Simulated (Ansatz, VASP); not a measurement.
## Two plane-wave programs on Cd

```xyz
2
Lattice="3.0442 0.0000 0.0000 -1.5221 2.6363 0.0000 0.0000 0.0000 6.0778" Properties=species:S:1:pos:R:3 pbc="T T T"
Cd    0.0000    1.7576    1.5195
Cd    1.5221    0.8788    4.5584
```

Alike in both runs: task single point; functional PBE; k mesh 18 × 18 × 8; occupations gaussian, width 0.1 eV; no spin polarisation.

|  | VASP | Ansatz |
| --- | --- | --- |
| version | VASP 6.6.1 | Ansatz 0.2.0 |
| potentials or method | VASP PAW PBE potentials, release 64 (Cd), cutoff 520 eV | scalar-relativistic, plane waves, PAW |
| valence electrons in the cell | 24 | 40 |

VASP gave:

```
gap on the k mesh at the Fermi level (eV)                     : none
pressure (GPa)                                                : -1.7
traceless stress, the component that is largest in VASP (GPa) : -0.14
```

**Question.** Estimate Ansatz's values.

**Answer.** gap on the k mesh at the Fermi level (eV): none; pressure (GPa): -2.0; traceless stress, the component that is largest in VASP (GPa): -0.01.

A gap of «none» marks a metal or a gap that the smearing closes. VASP's potentials hold 24 valence electrons a cell and Ansatz's 40, so a difference there can come from the potentials and not from the codes.
